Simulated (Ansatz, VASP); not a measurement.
# Two plane-wave programs on KSrBr3

Contents of INCAR:

```
SYSTEM = KSrBr3
ALGO = Normal
EDIFF = 1E-6
ENCUT = 520
GGA = PE
ISIF = 2
ISMEAR = 0
LASPH = .TRUE.
LCHARG = .TRUE.
LELF = .TRUE.
LREAL = .FALSE.
LVHAR = .TRUE.
LWAVE = .FALSE.
NBANDS = 28
NELM = 80
PREC = Accurate
SIGMA = 0.01
```

File KPOINTS:

```
k-points
0
G
  4 4 4
  0 0 0
```

Contents of POSCAR:

```
KSrBr3
1.0
    5.8623988428      0.0000000000      0.0000000000
    0.0000000000      5.8623988428      0.0000000000
    0.0000000000      0.0000000000      5.8623988428
K Sr Br
1 1 3
Direct
    0.0000000000      0.0000000000      0.0000000000
    0.5000000000      0.5000000000      0.5000000000
    0.5000000000      0.5000000000      0.0000000000
    0.5000000000      0.0000000000      0.5000000000
    0.0000000000      0.5000000000      0.5000000000
```

Input for Ansatz:

```yaml
crystal:
  lattice:
    - [5.8623988428, 0.0, 0.0]
    - [0.0, 5.8623988428, 0.0]
    - [0.0, 0.0, 5.8623988428]
  atoms:
    - { symbol: K, position: [0.0, 0.0, 0.0] }
    - { symbol: Sr, position: [0.5, 0.5, 0.5] }
    - { symbol: Br, position: [0.5, 0.5, 0.0] }
    - { symbol: Br, position: [0.5, 0.0, 0.5] }
    - { symbol: Br, position: [0.0, 0.5, 0.5] }
kpoints:
  mp_grid: { grid: [4, 4, 4] }
hamiltonian:
  xc: pbe
scf:
  occupations: { method: fixed }
  n_extra_bands: 5
output:
  forces: true
  stress: true
  eigenvalues: true
```

Alike in both runs: task single point; functional PBE; k mesh 4 × 4 × 4; no spin polarisation.

|  | VASP | Ansatz |
| --- | --- | --- |
| version | VASP 6.6.1 | Ansatz 0.2.0 |
| potentials or method | VASP PAW PBE potentials, release 64 (K_sv, Sr_sv, Br) | plane waves, PAW |
| plane-wave cutoff (eV) | 520 | 420 |
| occupations | gaussian, width 0.01 eV | fixed |
| valence electrons in the cell | 40 | 40 |

Ansatz gave:

```
gap on the k mesh at the Fermi level (eV) : 3.80
pressure (GPa)                            : 1.2
```

Problem. Estimate VASP's values.

Solution. gap on the k mesh at the Fermi level (eV): 3.80; pressure (GPa): 1.3.
